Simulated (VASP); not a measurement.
Set up this calculation in VASP 6.6.1, as the native input.

* Task: single point
* Functional: BLYP
* Potentials or basis: VASP PAW PBE potentials, release 64 (Hf_pv, B)
* Cutoff: 520 eV
* k mesh: 10 × 10 × 10
* Occupations: fermi-dirac, width 0.05 eV
* Spin: no spin polarisation
* Dipole correction: no
* Further INCAR settings: ALGO = Normal; EDIFF = 1e-06; NBANDS = 14

The structure of HfB lies in POSCAR:

```
HfB
1.0
    0.0000000000      2.4436793716      2.4436793716
    2.4436793716      0.0000000000      2.4436793716
    2.4436793716      2.4436793716      0.0000000000
Hf B
1 1
Direct
    0.5000000000      0.5000000000      0.5000000000
    0.0000000000      0.0000000000      0.0000000000
```

The input as run:

INCAR

```
SYSTEM = HfB
PREC = Accurate ; ENCUT = 520
EDIFF = 1E-6 ; ISMEAR = -1
SIGMA = 0.05 ; LREAL = .False.
LASPH = .True. ; NELM = 60
ALGO = Normal ; ISIF = 2
LWAVE = .False. ; LCHARG = .True.
GGA = B5 ; ALDAX = 1.0
AGGAX = 1.0 ; AGGAC = 1.0
ALDAC = 0.0 ; LELF = .True.
LVHAR = .True. ; NBANDS = 14
```

KPOINTS

```
regular mesh
0
Gamma
  10 10 10
  0 0 0
```

Potentials or basis: VASP PAW PBE potentials, release 64 (Hf_pv, B).

The run is started by

```sh
$ cat potpaw_PBE.64/Hf_pv/POTCAR potpaw_PBE.64/B/POTCAR > POTCAR
$ mpirun -np 1 vasp_std > vasp.out
```

It gave:

```json
{
  "Pressure": "0.4 GPa"
}
```

Caveat: the PAW data sets were made with another functional, which shifts forces and pressure a little.

It took 34 s on 1 thread of AMD EPYC 7R13, with other jobs on the host, peak memory 0.14 GiB.
